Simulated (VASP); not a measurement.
Wanted: the native input for a VASP 6.6.1 run.

- Task: single point
- Functional: PBE
- Potentials or basis: VASP PAW PBE potentials, release 64 (K_sv, Lu, N)
- Cutoff: 520 eV
- k mesh: 8 × 8 × 8
- Occupations: gaussian, width 0.1 eV
- Spin: no spin polarisation
- Dipole correction: no
- Further INCAR settings: ALGO = Normal; EDIFF = 1e-06; NBANDS = 40

The structure of K3LuN2 lies in POSCAR:

```
K3LuN2
1.0
   -3.8196560041      3.8196560041      4.3470209160
    3.8196560041     -3.8196560041      4.3470209160
    3.8196560041      3.8196560041     -4.3470209160
K Lu N
3 1 2
Direct
    0.0000000000      0.5000000000      0.5000000000
    0.5000000000      0.0000000000      0.5000000000
    0.5000000000      0.5000000000      0.0000000000
    0.0000000000      0.0000000000      0.0000000000
    0.7815364349      0.7815364349      0.0000000000
    0.2184635651      0.2184635651      0.0000000000
```

The input as run:

INCAR

```
PREC     = Accurate       # precision mode
ENCUT    = 520            # plane-wave cutoff, eV
EDIFF    = 1E-6           # SCF threshold, eV
ISMEAR   = 0              # smearing method
SIGMA    = 0.1            # smearing width, eV
LREAL    = False          # projectors in reciprocal space
LASPH    = True           # aspherical terms in the spheres
NELM     = 60             # most SCF steps
ALGO     = Normal         # electronic algorithm
ISIF     = 2              # what is computed and relaxed
LWAVE    = False          # write WAVECAR
LCHARG   = False          # write CHGCAR
GGA      = PE             # functional
NBANDS   = 40             # bands
```

KPOINTS

```
Automatic mesh
0
Gamma
  8 8 8
```

Potentials or basis: VASP PAW PBE potentials, release 64 (K_sv, Lu, N).

Launch:

```sh
$ cat potpaw_PBE.64/K_sv/POTCAR potpaw_PBE.64/Lu/POTCAR potpaw_PBE.64/N/POTCAR > POTCAR
$ mpirun -np 1 vasp_std > vasp.out
```

It gave:

```yaml
Pressure: 0.3 GPa
Largest_force: 0.300 eV/Å
Band_gap_on_the_k_mesh: zero (band 31 reaches -0.23 eV, above the bottom of band 32 at -0.27 eV)
```

Caveat: spin-orbit coupling is left out, which moves the levels of the heavy elements.

It took 36 min on 1 thread of AMD EPYC 7R13, on a shared host, peak memory 0.76 GiB.
